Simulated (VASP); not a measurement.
A run of VASP 6.6.1 is set up as follows.

The input INCAR:

```
ALGO = Normal
EDIFF = 1E-7
EDIFFG = -0.001
ENCUT = 600
GGA = PE
IBRION = 2
ISIF = 3
ISMEAR = 0
LASPH = T
LCHARG = F
LREAL = F
LWAVE = F
NELM = 80
NSW = 80
PREC = Accurate
SIGMA = 0.01
```

The input KPOINTS:

```
k-points
0
Gamma
  9 9 6
```

Contents of POSCAR:

```
AlN
1.0
    3.1100000000      0.0000000000      0.0000000000
   -1.5550000000      2.6933390058      0.0000000000
    0.0000000000      0.0000000000      4.9800000000
Al N
2 2
Direct
    0.3333333333      0.6666666667      0.0000000000
    0.6666666667      0.3333333333      0.5000000000
    0.3333333333      0.6666666667      0.3820000000
    0.6666666667      0.3333333333      0.8820000000
```

Potentials or basis: VASP PAW PBE potentials, release 64 (Al, N).

The run is started by

```console
$ cat potpaw_PBE.64/Al/POTCAR potpaw_PBE.64/N/POTCAR > POTCAR
$ mpirun -np 1 vasp_std > vasp.out
```

Q: Predict the space group after relaxing (to 0.05 Å).

A: P6_3mc (No. 186).

Q: What does it give for the relaxed volume?

A: 10.62 Å³/atom.

Q: What does it give for the relaxed cell?

A: a = 3.128 Å, b = 3.128 Å, c = 5.015 Å, α = 90.00°, β = 90.00°, γ = 120.00°.

Final structure:
```xyz
4
Lattice="3.1281 0.0000 0.0000 -1.5641 2.7090 0.0000 0.0000 0.0000 5.0151" Properties=species:S:1:pos:R:3 pbc="T T T"
Al    0.0000    1.8060    0.0012
Al    1.5641    0.9030    2.5087
N     0.0000    1.8060    1.9146
N     1.5641    0.9030    4.4222
```
